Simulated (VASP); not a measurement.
# HC12 in VASP: notebook

The runs below take HC12 through single point, with LDA.

Everything below comes from runs of VASP 6.6.1. Logs are shortened: lines on timing, memory, paths and dates and some standing lists are left out, and cuts for length are marked.

**1. The cell of the first run**

The cell holds a slab with vacuum, 26 atoms: a = 4.889 Å, b = 7.202 Å, c = 22.768 Å, α = 90.00°, β = 90.00°, γ = 109.84°.

**2. Single point, LDA**

The input, INCAR:

```
PREC = Accurate ; ENCUT = 520
EDIFF = 1E-6 ; ISMEAR = 0
SIGMA = 0.05 ; LREAL = Auto
LASPH = True ; NELM = 100
ALGO = Normal ; ISIF = 2
LWAVE = False ; LCHARG = False
LDIPOL = True ; IDIPOL = 3
DIPOL = 0.5 0.5 0.293 ; GGA = CA
NBANDS = 68
```

The input, KPOINTS:

```
Automatic mesh
0
Gamma
  6 4 1
```

The input, POSCAR:

```
HC12
1.0
    4.8892663280      0.0000000000      0.0000000000
   -2.4446331640      6.7739291692      0.0000000000
    0.0000000000      0.0000000000     22.7684096771
C H
24 2
Direct
    0.4020794403      0.3041588806      0.1756820110
    0.4020794403      0.8041588805      0.1756820110
    0.9020794403      0.3041588806      0.1756820110
    0.9020794403      0.8041588805      0.1756820110
    0.1630408159      0.3260816317      0.2059829668
    0.1630408159      0.8260816317      0.2059829668
    0.6630408159      0.3260816317      0.2059829668
    0.6630408159      0.8260816317      0.2059829668
    0.1846395683      0.3692791367      0.2666259491
    0.1846395683      0.8692791367      0.2666259491
    0.6846395683      0.3692791367      0.2666259491
    0.6846395683      0.8692791367      0.2666259491
    0.4461625696      0.3923265051      0.2960492075
    0.4461625696      0.8923265051      0.2960492075
    0.9461625696      0.3923265051      0.2960492075
    0.9461625696      0.8923265051      0.2960492075
    0.4715644646      0.4431294558      0.3591099590
    0.4715644646      0.9431294558      0.3591099590
    0.9715644646      0.4431294558      0.3591099590
    0.9715644646      0.9431294558      0.3591099590
    0.2327030006      0.4654044969      0.3851129614
    0.2327030006      0.9654044969      0.3851129614
    0.7327030006      0.4654044969      0.3851129614
    0.7327030006      0.9654044969      0.3851129614
    0.2327030006      0.8834082800      0.4329863094
    0.2327030006      1.0474007138      0.4329863094
```

Potentials or basis: VASP PAW LDA potentials, release 64 (C, H).

Run with:

```bash
$ cat potpaw_LDA.64/C/POTCAR potpaw_LDA.64/H/POTCAR > POTCAR
$ mpirun -np 1 vasp_std > vasp.out
```

OUTCAR:

```text
PREC = Accurate
   ENCUT = 520
   EDIFF = 1E-6
   ISMEAR = 0
   LREAL = Auto
   LASPH = True
   NELM = 100
   ISIF = 2
   GGA = CA

 ion  position               nearest neighbor table
   1  0.402  0.304  0.176-   5 1.41   7 1.41
   2  0.402  0.804  0.176-   8 1.41   6 1.41
   3  0.902  0.304  0.176-   7 1.41   5 1.41
   4  0.902  0.804  0.176-   6 1.41   8 1.41
   5  0.163  0.326  0.206-   1 1.41   3 1.41   9 1.41
   6  0.163  0.826  0.206-   4 1.41   2 1.41  10 1.41
   7  0.663  0.326  0.206-   3 1.41   1 1.41  11 1.41
   8  0.663  0.826  0.206-   2 1.41   4 1.41  12 1.41
   9  0.185  0.369  0.267-  13 1.40  15 1.40   5 1.41
  10  0.185  0.869  0.267-  14 1.40  16 1.40   6 1.41
[... 8 lines left out ...]
  19  0.972  0.443  0.359-  23 1.37  21 1.37  15 1.48
  20  0.972  0.943  0.359-  24 1.37  22 1.37  16 1.48
  21  0.233  0.465  0.385-  17 1.37  19 1.37
  22  0.233  0.965  0.385-  25 1.24  26 1.24  18 1.37  20 1.37
  23  0.733  0.465  0.385-  19 1.37  17 1.37
  24  0.733  0.965  0.385-  20 1.37  18 1.37
  25  0.233  0.883  0.433-  22 1.24
  26  0.233  0.047  0.433-  22 1.24

  LATTYP: Found a base centered orthorhombic cell.
 ALAT       =     4.8892663280
 B/A-ratio  =     2.7709389159
 C/A-ratio  =     4.6568151845

  Lattice vectors:

 A1 = (   2.4446331640,  -6.7739291692,   0.0000000000)
 A2 = (   2.4446331640,   6.7739291692,   0.0000000000)
 A3 = (   0.0000000000,   0.0000000000,  22.7684096771)

Analysis of symmetry for initial positions (statically):
=====================================================================
 Subroutine PRICEL returns:
 Original cell was already a primitive cell.

 Routine SETGRP: Setting up the symmetry group for a
 base centered orthorhombic supercell.

 Subroutine GETGRP returns: Found  1 space group operations
 (whereof  1 operations were pure point group operations)
 out of a pool of  8 trial point group operations.

The static configuration has the point symmetry C_1 .

Analysis of symmetry for dynamics (positions and initial velocities):
=====================================================================
 Subroutine PRICEL returns:
 Original cell was already a primitive cell.

 Routine SETGRP: Setting up the symmetry group for a
 base centered orthorhombic supercell.

 Subroutine GETGRP returns: Found  1 space group operations
 (whereof  1 operations were pure point group operations)
 out of a pool of  8 trial point group operations.

The dynamic configuration has the point symmetry C_1 .

 Subroutine INISYM returns: Found  1 space group operations
 (whereof  1 operations are pure point group operations),
 and found     1 'primitive' translations

----------------------------------------------------------------------------------------

                                     Primitive cell

  volume of cell :     754.0793

  direct lattice vectors                    reciprocal lattice vectors
     4.889266328  0.000000000  0.000000000     0.204529664  0.073812405  0.000000000
    -2.444633164  6.773929169  0.000000000     0.000000000  0.147624809  0.000000000
     0.000000000  0.000000000 22.768409677     0.000000000  0.000000000  0.043920503

  length of vectors
     4.889266328  7.201551756 22.768409677     0.217441152  0.147624809  0.043920503

  position of ions in fractional coordinates (direct lattice)
     0.402079440  0.304158881  0.175682011
     0.402079440  0.804158880  0.175682011
     0.902079440  0.304158881  0.175682011
     0.902079440  0.804158880  0.175682011
     0.163040816  0.326081632  0.205982967
     0.163040816  0.826081632  0.205982967
[... 18 lines left out ...]
     0.232703001  0.883408280  0.432986309
     0.232703001  0.047400714  0.432986309

  ion indices of the primitive-cell ions
   primitive index   ion index
                 1           1
                 2           2
                 3           3
                 4           4
                 5           5
                 6           6
[... 18 lines left out ...]
                25          25
                26          26

----------------------------------------------------------------------------------------

 KPOINTS: Automatic mesh

Automatic generation of k-mesh.
 Grid dimensions read from file:
 generate k-points for:    6    4    1

 Generating k-lattice:

  Cartesian coordinates                     Fractional coordinates (reciprocal lattice)
     0.034088277  0.012302067  0.000000000     0.166666667  0.000000000  0.000000000
     0.000000000  0.036906202  0.000000000     0.000000000  0.250000000  0.000000000
     0.000000000  0.000000000  0.043920503     0.000000000  0.000000000  1.000000000

  Length of vectors
     0.036240192  0.036906202  0.043920503

  Shift w.r.t. Gamma in fractional coordinates (k-lattice)
     0.000000000  0.000000000  0.000000000

 -----------------------------------------------------------------------------
|                                                                             |
|           W    W    AA    RRRRR   N    N  II  N    N   GGGG   !!!           |
|           W    W   A  A   R    R  NN   N  II  NN   N  G    G  !!!           |
|           W    W  A    A  R    R  N N  N  II  N N  N  G       !!!           |
|           W WW W  AAAAAA  RRRRR   N  N N  II  N  N N  G  GGG   !            |
|           WW  WW  A    A  R   R   N   NN  II  N   NN  G    G                |
|           W    W  A    A  R    R  N    N  II  N    N   GGGG   !!!           |
|                                                                             |
|     Your reciprocal lattice and k-lattice belong to different lattice       |
|     classes:                                                                |
|                                                                             |
|        The reciprocal lattice is base centered orthorhombic,                |
|        whereas your k-lattice is simple monoclinic.                         |
|                                                                             |
|     Results are often still useful ...                                      |
|                                                                             |
 -----------------------------------------------------------------------------

 WARNING: IBZKPT: internal override: KBLOWUP is changed to .FALSE.
      ... skipping the blow-up phase ...

 Subroutine IBZKPT returns following result:
 ===========================================

 Found     14 irreducible k-points:

 Following reciprocal coordinates:
            Coordinates               Weight
  0.000000  0.000000  0.000000      1.000000
  0.166667  0.000000  0.000000      2.000000
  0.333333  0.000000  0.000000      2.000000
  0.500000  0.000000  0.000000      1.000000
  0.000000  0.250000  0.000000      2.000000
  0.166667  0.250000  0.000000      2.000000
  0.333333  0.250000  0.000000      2.000000
  0.500000  0.250000  0.000000      2.000000
 -0.333333  0.250000  0.000000      2.000000
 -0.166667  0.250000  0.000000      2.000000
  0.000000  0.500000  0.000000      1.000000
  0.166667  0.500000  0.000000      2.000000
  0.333333  0.500000  0.000000      2.000000
  0.500000  0.500000  0.000000      1.000000
   k-points           NKPTS =     14   k-points in BZ     NKDIM =     14   number of bands    NBANDS=     68
   number of dos      NEDOS =    301   number of ions     NIONS =     26
   total plane-waves  NPLWV = 349920
   dimension x,y,z NGX =    36 NGY =   54 NGZ =  180
   dimension x,y,z NGXF=    72 NGYF=  108 NGZF=  360
   ions per type =              24   2
   NGX,Y,Z   is equivalent  to a cutoff of  12.24, 12.47, 13.14 a.u.
   NGXF,Y,Z  is equivalent  to a cutoff of  24.48, 24.93, 26.29 a.u.
 SYSTEM =  unknown system
   PREC   = accura    normal or accurate (medium, high low for compatibility)
   ISTART =      0    job   : 0-new  1-cont  2-samecut
   ICHARG =      2    charge: 1-file 2-atom 10-const
   ISPIN  =      1    spin polarized calculation?
   LNONCOLLINEAR =      F non collinear calculations
   LSORBIT =      F    spin-orbit coupling
   LASPH  =      T    aspherical Exc in radial PAW
   ENCUT  =  520.0 eV  38.22 Ry    6.18 a.u.   9.09 13.39 42.33*2*pi/ulx,y,z
   NELM   =    100;   NELMIN=  2; NELMDL= -5     # of ELM steps
   EDIFF  = 0.1E-05   stopping-criterion for ELM
   LREAL  =      T    real-space projection
   EDIFFG = 0.1E-04   stopping-criterion for IOM
   NSW    =      0    number of steps for IOM
   IBRION =     -1    ionic relax: 0-MD 1-quasi-New 2-CG
   NFREE  =      0    steps in history (QN), initial steepest desc. (CG)
   ISIF   =      2    stress and relaxation
   ISYM   =      2    0-nonsym 1-usesym 2-fastsym
   POTIM  = 0.5000    time-step for ionic-motion
   TEBEG  =    0.0;   TEEND  =   0.0 temperature during run
   PSTRESS=    0.0 pullay stress
   NELECT =      98.0000    total number of electrons
   NUPDOWN=      -1.0000    fix difference up-down
   EMIN   =  10.00;   EMAX   =-10.00  energy-range for DOS
   EFERMI =   0.00;   METHOD = LEGACY
   ISMEAR =     0;   SIGMA  =   0.05  broadening in eV -4-tet -1-fermi 0-gaus
   EFERMI_NEDOS =   21; number of points for ismear=-14 and -15
   IALGO  =     38    algorithm
   IMIX   =      4    mixing-type and parameters
     AMIX     =   0.40;   BMIX     =  1.00
     AMIX_MAG =   1.60;   BMIX_MAG =  1.00
  volume/ion in A,a.u.               =      29.00       195.72
  Fermi-wavevector in a.u.,A,eV,Ry     =   0.829235  1.567028  9.355793  0.687631
  Thomas-Fermi vector in A             =   1.941748
   LORBIT       =      0    0 simple, 1 ext, 2 COOP (PROOUT), +10 PAW based schemes
   GGA     = CA    functional components
   LHFCALC =     F    Hartree Fock is set to
   AEXX    =    0.0000 exact exchange contribution
   IVDW    =     0    specifies the selected vdW correction
   LEPSILON=     F    determine dielectric tensor
   LRPA    =     F    only Hartree local field effects (RPA)
 non-spin polarized calculation
 Gauss-broadening in eV      SIGMA  =   0.05
  energy-cutoff  :      520.00
  volume of cell :      754.08
 maximum number of plane-waves:     20327
   NGX = 19   NGY = 27   NGZ = 85

 dipolmoment           0.000000      0.000000      0.707069 electrons x Angstroem

 number of electron      98.0000000 magnetization

 dipolmoment           0.000000      0.000000     -0.345944 electrons x Angstroem

 Free energy of the ion-electron system (eV)
  ---------------------------------------------------
  ext. energy  EPLUGINS =         0.00000000
  ---------------------------------------------------
  free energy    TOTEN  =      -223.60114024 eV

  energy without entropy =     -223.58133521  energy(sigma->0) =     -223.59123773

 E-fermi :  -3.1267     XC(G=0):  -3.8509

 val. band max:       -3.1303548629   @ k =   0.3333   0.0000   0.0000
 cond. band min:      -3.1211522538   @ k =   0.5000   0.0000   0.0000
 fundamental gap:      0.0092026091
 Fermi energy:        -3.1266646902

 k-point     1 :       0.0000    0.0000    0.0000
  band No.  band energies     occupation
      1     -22.0875      2.00000
      2     -21.7462      2.00000
      3     -20.5442      2.00000
      4     -20.1048      2.00000
      5     -18.2181      2.00000
      6     -17.7158      2.00000
[... 885 lines left out ...]
     60       2.3781      0.00000
     61       2.6116      0.00000
 [bands above 61 left out]

------------------------ aborting loop because EDIFF is reached ----------------------------------------

 vacuum level on the upper side and lower side of the slab       (xc-potential included)        -1.044         0.799

  FORCE on cell =-STRESS in cart. coord.  units (eV):
  Direction    XX          YY          ZZ          XY          YZ          ZX
  --------------------------------------------------------------------------------------
  -------------------------------------------------------------------------------------
  Total        6.4188206     -0.7212779     -0.2892861      0.7644609      1.0744750      0.0908960
  in kB       13.6379400     -1.5324847     -0.6146404      1.6242347      2.2829155      0.1931249
  external PRESSURE =       3.8302716 kB  Pullay stress =       0.0000000 kB

 VOLUME and BASIS-vectors are now :
 -----------------------------------------------------------------------------
  energy-cutoff  :      520.00
  volume of cell :      754.08
      direct lattice vectors                 reciprocal lattice vectors
     4.889266328  0.000000000  0.000000000     0.204529664  0.073812405  0.000000000
    -2.444633164  6.773929169  0.000000000     0.000000000  0.147624809  0.000000000
     0.000000000  0.000000000 22.768409677     0.000000000  0.000000000  0.043920503

 POSITION                                       TOTAL-FORCE (eV/Angst)
 -----------------------------------------------------------------------------------
      1.22232      2.06035      4.00000         0.003622      0.316557      1.817166
      0.00000      5.44732      4.00000         0.316827      0.352369      2.030909
      3.66695      2.06035      4.00000        -0.002027      0.304781      1.813063
      2.44463      5.44732      4.00000        -0.316710      0.373412      2.033599
      0.00000      2.20885      4.68990         0.000540     -0.722007     -3.452441
     -1.22232      5.59582      4.68990        -0.002389     -0.824116     -3.789092
[... 18 lines left out ...]
     -1.02186      5.98415      9.85841        -0.614512     -0.615778     -1.640335
      1.02187      0.32109      9.85841         0.676766      0.708909     -1.981233
 -----------------------------------------------------------------------------------
    total drift:                               -0.009498      0.011608      0.023518

  FREE ENERGIE OF THE ION-ELECTRON SYSTEM (eV)
  ---------------------------------------------------
  free  energy   TOTEN  =      -223.6011402443 eV

  energy  without entropy=     -223.5813352142  energy(sigma->0) =     -223.59123773

 vacuum level on the upper side and lower side of the slab         1.900         3.783
```

It took 18 min on 1 thread of Intel Xeon 6975P-C (Granite Rapids), shared host; peak memory 0.8 GiB.

Results:

```yaml
Free_energy: -223.6011 eV
Largest_force: 6.301 eV/Å
Band_gap_on_the_k_mesh: zero (filled and empty bands overlap)
```

Forces in eV/Å, atoms in the order of the input:
```
C    0.004  0.317  1.817
C    0.317  0.352  2.031
C   -0.002  0.305  1.813
C   -0.317  0.373  2.034
C    0.001 -0.722 -3.452
C   -0.002 -0.824 -3.789
C    0.002 -0.720 -3.437
C    0.005 -0.635 -3.161
C   -0.026  0.395  1.518
C   -0.030  0.362  1.316
C    0.021  0.395  1.509
C    0.020  0.315  1.250
C    0.013  0.009  0.101
C    0.301  0.264  0.932
C   -0.008  0.068  0.060
C   -0.320  0.205  0.905
C    0.007 -0.086 -0.363
C    2.871  0.097 -2.355
C    0.006 -0.117 -0.414
C   -2.843 -0.957 -2.277
C   -0.028  0.186  0.454
C   -0.210  0.095  6.297
C    0.013  0.163  0.377
C    0.144  0.068  0.456
H   -0.615 -0.616 -1.640
H    0.677  0.709 -1.981
```

Levels at points of the mesh, in eV from the Fermi level:
```
           k point  band 45  band 46  band 47  band 48  band 49  band 50  band 51  band 52  band 53  band 54
(0.00, 0.00, 0.00)    -0.61    -0.42    -0.30    -0.27    -0.26     0.11     0.37     0.62     0.69     0.76
(0.50, 0.00, 0.00)    -1.41    -0.20    -0.15    -0.10    -0.04     0.01     0.07     0.10     1.34     2.81
(0.00, 0.50, 0.00)    -0.47    -0.42    -0.40    -0.30    -0.27     0.21     0.42     0.53     0.83     0.84
(0.50, 0.50, 0.00)    -1.41    -0.21    -0.15    -0.10    -0.04     0.01     0.07     0.11     1.35     2.81
```

**3. Single point, LDA**

The input, INCAR:

```
PREC = Accurate
ENCUT = 520
EDIFF = 1E-6
ISMEAR = 0
SIGMA = 0.05
LREAL = Auto
LASPH = True
NELM = 100
ALGO = Normal
ISIF = 2
LWAVE = False
LCHARG = False
LDIPOL = True
IDIPOL = 3
DIPOL = 0.5 0.5 0.295
NBANDS = 68
```

KPOINTS is that of step 2.

Edit POSCAR of step 2 so:

```diff
@@ -32,3 +32,3 @@
     0.7327030006      0.9654044969      0.3851129614
-    0.2327030006      0.8834082800      0.4329863094
-    0.2327030006      1.0474007138      0.4329863094
+    0.2327030006      0.8834082800      0.4610954312
+    0.2327030006      1.0474007138      0.4610954312
```

Potentials or basis: VASP PAW LDA potentials, release 64 (C, H).

Run with:

```bash
$ cat potpaw_LDA.64/C/POTCAR potpaw_LDA.64/H/POTCAR > POTCAR
$ mpirun -np 1 vasp_std > vasp.out
```

Run time: 17 min. Hardware: 1 thread of Intel Xeon 6975P-C (Granite Rapids), shared host; peak memory 0.8 GiB.

It converged, with:

```
Free energy            : -220.8915 eV
Largest force          : 3.627 eV/Å
Band gap on the k mesh : zero (band 49 reaches -3.16 eV, above the bottom of band 50 at -3.18 eV)
```

Forces on the atoms (eV/Å):
```
C    0.006  0.322  1.904
C    0.274  0.332  1.837
C   -0.004  0.361  1.885
C   -0.271  0.355  1.835
C    0.005 -0.739 -3.551
C   -0.003 -0.764 -3.468
C   -0.003 -0.735 -3.532
C    0.004 -0.657 -2.979
C   -0.014  0.373  1.543
C   -0.021  0.245  1.110
C    0.007  0.374  1.534
C    0.010  0.393  1.359
C    0.012 -0.002  0.054
C   -0.202  0.238  0.559
C   -0.006  0.050  0.030
C    0.208  0.169  0.547
C    0.005 -0.068 -0.327
C    0.939 -0.081 -0.199
C    0.004 -0.097 -0.397
C   -0.953 -0.287 -0.217
C   -0.052  0.150  0.504
C   -0.106  0.010  0.840
C    0.038  0.126  0.421
C    0.065  0.111  0.956
H   -0.887  2.465 -0.901
H    0.946 -2.644 -1.349
```

Levels at points of the mesh, in eV from the Fermi level:
```tsv
k point	band 45	band 46	band 47	band 48	band 49	band 50	band 51	band 52	band 53	band 54
(0.00, 0.00, 0.00)	-0.42	-0.35	-0.27	-0.26	-0.15	-0.01	0.39	0.59	0.77	0.80
(0.50, 0.00, 0.00)	-1.38	-0.18	-0.11	-0.07	-0.03	0.02	0.09	0.12	0.63	2.07
(0.00, 0.50, 0.00)	-0.43	-0.41	-0.27	-0.26	-0.14	0.06	0.44	0.53	0.88	0.91
(0.50, 0.50, 0.00)	-1.38	-0.21	-0.11	-0.08	-0.02	0.03	0.09	0.13	0.63	2.08
```

(Part 1 of 2 ends here.)
